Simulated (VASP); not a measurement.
A run of VASP 6.6.1 is set up as follows.

POSCAR

```
SrTiO3
1.0
    3.8270974584      0.0000000000      0.0000000000
    0.0000000000      3.8270974584      0.0000000000
    0.0000000000      0.0000000000      3.8270974584
Sr Ti O
1 1 3
Direct
    0.5000000000      0.5000000000      0.5000000000
    0.0000000000      0.0000000000      0.0000000000
    0.5000000000      0.0000000000      0.0000000000
    0.0000000000      0.5000000000      0.0000000000
    0.0000000000      0.0000000000      0.5000000000
```

The input INCAR.step1:

```
PREC = Accurate ; ENCUT = 520
ISMEAR = 0 ; SIGMA = 0.01
LREAL = False ; LASPH = True
NELM = 100 ; NBANDS = 28
GGA = PE ; ALGO = Normal
EDIFF = 1E-4 ; LWAVE = True
LCHARG = False
```

File INCAR.step2:

```
PREC = Accurate ; ENCUT = 520
EDIFF = 1E-6 ; ISMEAR = 0
SIGMA = 0.01 ; LREAL = False
LASPH = True ; NELM = 100
ALGO = Normal ; ISIF = 2
LWAVE = False ; LCHARG = False
METAGGA = R2SCAN ; LMIXTAU = True
NBANDS = 28 ; ISTART = 1
```

KPOINTS

```
Automatic mesh
0
Gamma
  6 6 6
```

Potentials or basis: VASP PAW PBE potentials, release 64 (Sr_sv, Ti_sv, O).

The run is started by

```console
$ cat potpaw_PBE.64/Sr_sv/POTCAR potpaw_PBE.64/Ti_sv/POTCAR potpaw_PBE.64/O/POTCAR > POTCAR
$ cp INCAR.step1 INCAR
$ mpirun -np 1 vasp_std > vasp.out
$ cp INCAR.step2 INCAR
$ mpirun -np 1 vasp_std > vasp.out
```

Q: Predict the pressure.

A: 14.5 GPa.

Q: Predict the band gap on the k mesh.

A: 2.41 eV, indirect (least direct gap 2.75 eV).

Caveat: the PAW data sets were made with another functional, which shifts forces and pressure a little. A k mesh can miss the band edges.
